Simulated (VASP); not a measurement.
GaBiSe2, 4 atoms in the cell. The structure is tetragonal, space group P4/mmm (No. 123). The conventional cell has a = 5.228 Å, b = 5.228 Å, c = 3.730 Å, α = 90.00°, β = 90.00°, γ = 90.00°. Ga (site symmetry 4/mmm) has 4 Se at 2.61 Å within 3.4 Å. Bi (site symmetry 4/mmm) has 8 Se at 3.21 Å and 2 Bi at 3.73 Å and 8 Ga at 4.14 Å within 4.2 Å. Within 3.4 Å of Se (site symmetry mmm) lie 2 Ga at 2.61 Å and 4 Bi at 3.21 Å. 

```yaml
Program: VASP 6.6.1
Task: single point
Functional: PBE
Potentials_or_basis: VASP PAW PBE potentials, release 64 (Ga_d, Bi_d, Se)
Cutoff: 520 eV
k_mesh: 10 × 10 × 12
Occupations: gaussian, width 0.1 eV
Spin: no spin polarisation
Dipole_correction: no
Further_INCAR_settings: ALGO = Normal; EDIFF = 1e-06; NBANDS = 28
```

Potentials or basis: VASP PAW PBE potentials, release 64 (Ga_d, Bi_d, Se).

Run with:

```bash
$ cat potpaw_PBE.64/Ga_d/POTCAR potpaw_PBE.64/Bi_d/POTCAR potpaw_PBE.64/Se/POTCAR > POTCAR
$ mpirun -np 1 vasp_std > vasp.out
```

Hardware: 1 thread of Intel(R) Xeon(R) Platinum 8488C (Sapphire Rapids), on a shared host.

Q: How long does it take, and how much memory?

A: Wall time 3.3 min on 1 thread of Intel(R) Xeon(R) Platinum 8488C (Sapphire Rapids), on a shared host, peak memory 0.52 GiB. Counts: scf iterations 13, k points 147.
